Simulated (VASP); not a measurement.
A run of VASP 6.6.1 is set up as follows.

Contents of INCAR:

```
ALGO     = Normal         # electronic algorithm
EDIFF    = 1E-7           # SCF threshold, eV
ENCUT    = 520            # plane-wave cutoff, eV
GGA      = PE             # functional
ISIF     = 2              # what is computed and relaxed
ISMEAR   = 0              # smearing method
LASPH    = T              # aspherical terms in the spheres
LCHARG   = F              # write CHGCAR
LREAL    = F              # projectors in reciprocal space
LWAVE    = F              # write WAVECAR
NBANDS   = 16             # bands
NELM     = 80             # most SCF steps
PREC     = Accurate       # precision mode
SIGMA    = 0.02           # smearing width, eV
```

Contents of KPOINTS:

```
k-points
0
Gamma
  10 10 10
```

Contents of POSCAR:

```
ZnS
1.0
    0.0000000000      2.7211543805      2.7211543805
    2.7211543805      0.0000000000      2.7211543805
    2.7211543805      2.7211543805      0.0000000000
Zn S
1 1
Direct
    0.0000000000      0.0000000000      0.0000000000
    0.7500000000      0.7500000000      0.7500000000
```

Potentials or basis: VASP PAW PBE potentials, release 64 (Zn, S).

The run is started by

```console
$ cat potpaw_PBE.64/Zn/POTCAR potpaw_PBE.64/S/POTCAR > POTCAR
$ mpirun -np 1 vasp_std > vasp.out
```

**Question.** What does it give for the band gap on the k mesh?

**Answer.** 2.02 eV.

**Question.** What does it give for the pressure?

**Answer.** 0.2 GPa.
